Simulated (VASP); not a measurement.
Co2Si:

```xyz
9
Lattice="5.8800 0.0000 0.0000 -2.9400 5.0922 0.0000 0.0000 0.0000 3.4600" Properties=species:S:1:pos:R:3 pbc="T T T"
Co    1.5112    0.0000    0.0000
Co    2.1844    3.7835    0.0000
Co   -0.7556    1.3087    0.0000
Co    3.4986    0.0000    1.7300
Co    1.1907    2.0624    1.7300
Co   -1.7493    3.0299    1.7300
Si    2.9400    1.6974    0.0000
Si    0.0000    3.3948    0.0000
Si    0.0000    0.0000    1.7300
```

* Program: VASP 6.6.1
* Task: relaxation of cell and atoms
* Functional: PBE
* Potentials or basis: VASP PAW PBE potentials, release 64 (Co, Si)
* Cutoff: 600 eV
* k mesh: 3 × 3 × 5
* Occupations: gaussian, width 0.2 eV
* Spin: collinear spin, ferromagnetic start
* Starting moments: [3.0, 3.0, 3.0, 3.0, 3.0, 3.0, 0.0, 0.0, 0.0] μB

At the start: pressure -4.1 GPa; volume 11.51 Å³/atom.

Where does the relaxation end?

Over 4 steps the energy falls by 4.5 meV/atom and the volume is 11.26 Å³/atom (-2.2 %); space group P-62m (No. 189, to 0.1 Å) before and after; moment 4.85 μB per cell.

Step by step:
```
step  energy change (eV)  largest force (eV/Å)  pressure (GPa)  volume (Å³)
   1              0.0000                0.3454           -4.06       103.60
   2             -0.0114                0.1253            4.38        99.29
   3             -0.0360                0.1990            0.39       101.20
   4             -0.0404                0.0799            0.00       101.33
```

Final structure:
```
Co Si
1.0
     5.83443    0.00000    0.00000
    -2.91722    5.05277    0.00000
     0.00000    0.00000    3.43733
Co Si
6 3
Direct
  0.25380 0.00000 0.00000
  0.74620 0.74620 0.00000
  0.00000 0.25380 0.00000
  0.59412 0.00000 0.50000
  0.40588 0.40588 0.50000
  0.00000 0.59412 0.50000
  0.66667 0.33333 0.00000
  0.33333 0.66667 0.00000
  0.00000 0.00000 0.50000
```

Caveat: the k points lie up to 0.41 Å⁻¹ apart in the final cell; the relaxation stopped at a loose force limit of 0.08 eV/Å, so its end isn't a converged minimum.
